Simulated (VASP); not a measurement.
Input of a VASP 6.6.1 run:

Contents of INCAR:

```
PREC = Accurate ; ENCUT = 520
EDIFF = 1E-6 ; ISMEAR = 0
SIGMA = 0.15 ; LREAL = F
LASPH = T ; NELM = 60
ALGO = Fast ; ISIF = 2
LWAVE = F ; LCHARG = F
GGA = PS ; NBANDS = 18
```

The input KPOINTS:

```
Automatic mesh
0
Gamma
  18 18 8
```

File POSCAR:

```
Y
1.0
    3.6514992371      0.0000000000      0.0000000000
   -1.8257496185      3.1622911012      0.0237171833
    0.0000000000      0.0431055000      5.7474000000
Y
2
Direct
    0.3333333333      0.6666666667      0.2500000000
    0.6666666667      0.3333333333      0.7500000000
```

Potentials or basis: VASP PAW PBE potentials, release 64 (Y_sv).

The run is started by

```bash
$ cat potpaw_PBE.64/Y_sv/POTCAR > POTCAR
$ mpirun -np 1 vasp_std > vasp.out
```

**Question.** Predict the band gap on the k mesh.

**Answer.** Zero (bands 11 and 12 overlap by 1.39 eV).

**Question.** Predict the pressure.

**Answer.** -2.4 GPa.

Stress tensor (GPa, compression positive):
```
-2.11  0.00  0.00
 0.00 -2.11 -0.35
 0.00 -0.35 -2.83
```

Caveat: the cell differs from its parent crystal (strain +0.0150 x Voigt [0, 0, 0, 1, 0, 0]); the PAW data sets were made with another functional, which shifts forces and pressure a little.
